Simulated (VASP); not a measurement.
Write the native input for VASP 6.6.1 that does the following.

- Task: single point
- Functional: PBEsol
- Potentials or basis: VASP PAW PBE potentials, release 64 (Ge_d)
- Cutoff: 520 eV
- k mesh: 9 × 9 × 9
- Occupations: gaussian, width 0.15 eV
- Spin: no spin polarisation
- Dipole correction: no
- Further INCAR settings: ALGO = Normal; EDIFF = 1e-06; NBANDS = 66

The structure of Ge lies in POSCAR:

```
Ge
1.0
    5.1701000000      2.9849586267      1.7183666667
   -5.1701000000      2.9849586267      1.7183666667
    0.0000000000     -5.9699172535      1.7183666667
Ge
8
Direct
    0.7160166262      0.7160166262      0.7160166262
    0.2839833738      0.2839833738      0.2839833738
    0.0302911486      0.7262027915      0.5337905696
    0.5337905696      0.0302911486      0.7262027915
    0.7262027915      0.5337905696      0.0302911486
    0.9697088514      0.2737972085      0.4662094304
    0.4662094304      0.9697088514      0.2737972085
    0.2737972085      0.4662094304      0.9697088514
```

These files were run (other wordings do the same):

INCAR

```
SYSTEM = Ge
PREC = Accurate ; ENCUT = 520
EDIFF = 1E-6 ; ISMEAR = 0
SIGMA = 0.15 ; LREAL = .False.
LASPH = .True. ; NELM = 100
ALGO = Normal ; ISIF = 2
LWAVE = .False. ; LCHARG = .True.
GGA = PS ; LELF = .True.
LVHAR = .True. ; NBANDS = 66
```

KPOINTS

```
regular mesh
0
Gamma
  9 9 9
  0 0 0
```

Potentials or basis: VASP PAW PBE potentials, release 64 (Ge_d).

Launch:

```bash
$ cat potpaw_PBE.64/Ge_d/POTCAR > POTCAR
$ mpirun -np 1 vasp_std > vasp.out
```

Results of the run:

The pressure is 5.4 GPa. The largest force is 3.259 eV/Å. The band gap on the k mesh is zero (bands 56 and 57 overlap by 0.67 eV).

Caveat: the stress differs along the axes, from -1 to 19 GPa; semilocal functionals underestimate gaps, and a narrow one can read as zero; the PAW data sets were made with another functional, which shifts forces and pressure a little.

Wall time 13 min on 1 thread of AMD EPYC 9R45 96-Core Processor (Zen 5) (shared host), peak memory 0.9 GiB.
